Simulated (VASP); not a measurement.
A run of VASP 6.6.1 is set up as follows.

INCAR

```
SYSTEM = SnO2
PREC = Accurate
ENCUT = 520
EDIFF = 1E-6
ISMEAR = 1
SIGMA = 0.043
LREAL = .False.
LASPH = .True.
NELM = 60
ALGO = Normal
ISIF = 2
LWAVE = .False.
LCHARG = .True.
GGA = PE
LELF = .True.
LVHAR = .True.
NBANDS = 20
```

Contents of KPOINTS:

```
regular mesh
0
Gamma
  6 6 6
  0 0 0
```

POSCAR

```
SnO2
1.0
    0.0000000000      2.5334669704      2.5334669704
    2.5334669704      0.0000000000      2.5334669704
    2.5334669704      2.5334669704      0.0000000000
Sn O
1 2
Direct
    0.0000000000      0.0000000000      0.0000000000
    0.2500000000      0.2500000000      0.2500000000
    0.7500000000      0.7500000000      0.7500000000
```

Potentials or basis: VASP PAW PBE potentials, release 64 (Sn_d, O).

The run is started by

```console
$ cat potpaw_PBE.64/Sn_d/POTCAR potpaw_PBE.64/O/POTCAR > POTCAR
$ mpirun -np 1 vasp_std > vasp.out
```

Problem. Predict the band gap on the k mesh.

Solution. 0.30 eV (least direct gap 1.68 eV).

Problem. Predict the pressure.

Solution. 10.0 GPa.

Caveat: the cell stands under pressure; spin-orbit coupling is left out, which moves the levels of the heavy elements. A k mesh can miss the band edges.
